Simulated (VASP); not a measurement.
BaTiO3, 5 atoms in the cell. It takes space group R3m (No. 160, trigonal). Conventional cell: a = 5.512 Å, b = 5.512 Å, c = 6.758 Å, α = 90.00°, β = 90.00°, γ = 120.00°. Within 3.6 Å of Ba (site symmetry 3m) lie 12 O at 2.72 to 2.79 Å and 8 Ti at 3.33 to 3.43 Å. Ti (site symmetry 3m) has 6 O at 1.88 to 2.02 Å within 2.5 Å. Within 2.5 Å of O (site symmetry m) lie 2 Ti at 1.88 to 2.02 Å. 

- Program: VASP 6.6.1
- Task: relaxation of shape and atoms at fixed volume
- Functional: r2SCAN
- Potentials or basis: VASP PAW PBE potentials, release 64 (Ba_sv, Ti_sv, O)
- Cutoff: 600 eV
- k mesh: 6 × 6 × 6
- Occupations: gaussian, width 0.02 eV
- Spin: no spin polarisation
- Dipole correction: no
- Further INCAR settings: ALGO = Normal; EDIFF = 1e-07; IBRION = 2; EDIFFG = -0.01; NSW = 50; ISIF = 4

Potentials or basis: VASP PAW PBE potentials, release 64 (Ba_sv, Ti_sv, O).

Run with:

```console
$ cat potpaw_PBE.64/Ba_sv/POTCAR potpaw_PBE.64/Ti_sv/POTCAR potpaw_PBE.64/O/POTCAR > POTCAR
$ cp INCAR.step1 INCAR
$ mpirun -np 1 vasp_std > vasp.out
$ cp INCAR.step2 INCAR
$ mpirun -np 1 vasp_std > vasp.out
```

Hardware: 1 thread of Intel(R) Xeon(R) Platinum 8259CL CPU @ 2.50GHz (Skylake/Cascade Lake), on a shared host.

Estimate the wall time of this run.

Run time: 13 min on 1 thread of Intel(R) Xeon(R) Platinum 8259CL CPU @ 2.50GHz (Skylake/Cascade Lake), on a shared host, peak memory 0.23 GiB. Counts: k points 32, ion steps 9.
